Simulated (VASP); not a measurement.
Runs of VASP 6.6.1 on CdTeSe4. The structure is that of space group P6/mmm (No. 191), or close to it. The cells are those of the table. The cell was built from a structure type or drawn by symmetry, and may not be a known phase.

```tsv
task	cell	k mesh	cutoff (eV)	gap on the mesh (eV)	pressure (GPa)
single point	a = 5.388, b = 5.388, c = 5.656 Å, angles 90.0, 90.0, 120.0°, 6 atoms	12 × 12 × 8	520	none	0.1
single point	a = 5.443, b = 5.443, c = 5.572 Å, angles 90.0, 90.0, 120.0°, 6 atoms	6 × 6 × 4	520	none	0.0
relaxation of cell and atoms	relaxed from a = 5.653, b = 5.653, c = 4.240 Å, angles 90.0, 90.0, 120.0°, 6 atoms	6 × 6 × 4	600	none	0.0
single point	a = 5.653, b = 5.653, c = 4.240 Å, angles 90.0, 90.0, 120.0°, 6 atoms	6 × 6 × 4	520	none	(a)
```

Alike in all rows: level PBE; potentials or basis VASP PAW PBE potentials, release 64 (Cd, Te, Se); no spin polarisation; smearing gaussian 0.1 eV.

Question: Fill in the values left out.

Answer: (a) 53.6.

Caveats: some runs use coarse meshes; spin-orbit coupling is left out, which moves the levels of the heavy elements.

A k mesh can miss the band edges, and the runs leave out spin-orbit coupling on Cd, Se, Te.

A gap of «none» marks levels without a gap at the run's occupations.
